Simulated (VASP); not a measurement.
Si3P:

```
CELL_PARAMETERS angstrom
3.92572 0.00000 0.00000
0.00000 3.92572 0.00000
0.00000 0.00000 3.92572
ATOMIC_POSITIONS crystal
Si 0.00000 0.50000 0.50000
Si 0.50000 0.00000 0.50000
Si 0.50000 0.50000 0.00000
P 0.00000 0.00000 0.00000
```

```yaml
Program: VASP 6.6.1
Task: relaxation of cell and atoms
Functional: PBE
Potentials_or_basis: VASP PAW PBE potentials, release 64 (Si, P)
Cutoff: 600 eV
k_mesh: 12 × 12 × 12
Occupations: gaussian, width 0.1 eV
Spin: no spin polarisation
```

At the start: pressure -2.4 GPa; volume 15.13 Å³/atom.

Problem. How do energy, volume and symmetry change on relaxing?

Solution. Over 3 steps the energy falls by 3.5 meV/atom and the volume is 14.67 Å³/atom (-3.0 %); space group Pm-3m (No. 221, to 0.1 Å) before and after.

The path:
| step | energy change (eV) | largest force (eV/Å) | pressure (GPa) | volume (Å³) |
| --- | --- | --- | --- | --- |
| 1 | 0.0000 | 0.0000 | -2.40 | 60.50 |
| 2 | -0.0141 | 0.0000 | 0.18 | 58.54 |
| 3 | -0.0141 | 0.0000 | 0.00 | 58.66 |

Final structure:
```yaml
crystal:
  lattice:
    - [3.88556, 0.00000, 0.00000]
    - [0.00000, 3.88556, 0.00000]
    - [0.00000, 0.00000, 3.88556]
  atoms:
    - { symbol: Si, position: [0.00000, 0.50000, 0.50000] }
    - { symbol: Si, position: [0.50000, 0.00000, 0.50000] }
    - { symbol: Si, position: [0.50000, 0.50000, 0.00000] }
    - { symbol: P, position: [0.00000, 0.00000, 0.00000] }
```

Caveat: the highest band is partly filled, so the run has too few bands.
